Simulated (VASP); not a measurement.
ZnS: single point with PBE

ZnS:

```
Zn S
1.0
     0.00000    2.85168    2.85168
     2.85168    0.00000    2.85168
     2.85168    2.85168    0.00000
Zn S
1 1
Direct
  0.00000 0.00000 0.00000
  0.50000 0.50000 0.50000
```

This cell differs from its parent crystal: Hg replaced by Zn, lengths x 0.975, strained.

```
Program             : VASP 6.6.1
Task                : single point
Functional          : PBE
Potentials or basis : VASP PAW PBE potentials, release 64 (Zn, S)
Cutoff              : 500 eV
k mesh              : 6 × 6 × 6
Occupations         : gaussian, width 0.1 eV
Spin                : no spin polarisation
```

| Quantity | Value |
| --- | --- |
| Pressure | -13.2 GPa |
| Band gap on the k mesh | zero (band 9 reaches 0.89 eV, above the bottom of band 10 at 0.52 eV) |

Levels at points of the mesh, in eV from the Fermi level:
| k point | band 7 | band 8 | band 9 | band 10 | band 11 | band 12 |
| --- | --- | --- | --- | --- | --- | --- |
| (0.00, 0.00, 0.00) | -0.30 | -0.30 | -0.30 | -0.03 | 9.02 | 9.02 |
| (0.50, 0.00, 0.00) | -4.21 | -0.13 | -0.13 | 3.73 | 4.67 | 5.65 |
| (0.50, 0.50, 0.00) | -3.17 | -1.45 | -1.45 | -0.42 | 6.08 | 8.94 |

Wall time 7.7 s on 1 thread of Intel(R) Xeon(R) 6975P-C (Granite Rapids), with other jobs on the host, peak memory 0.16 GiB.

Caveat: the cell differs from its parent crystal (Hg replaced by Zn, lengths x 0.975, strained).
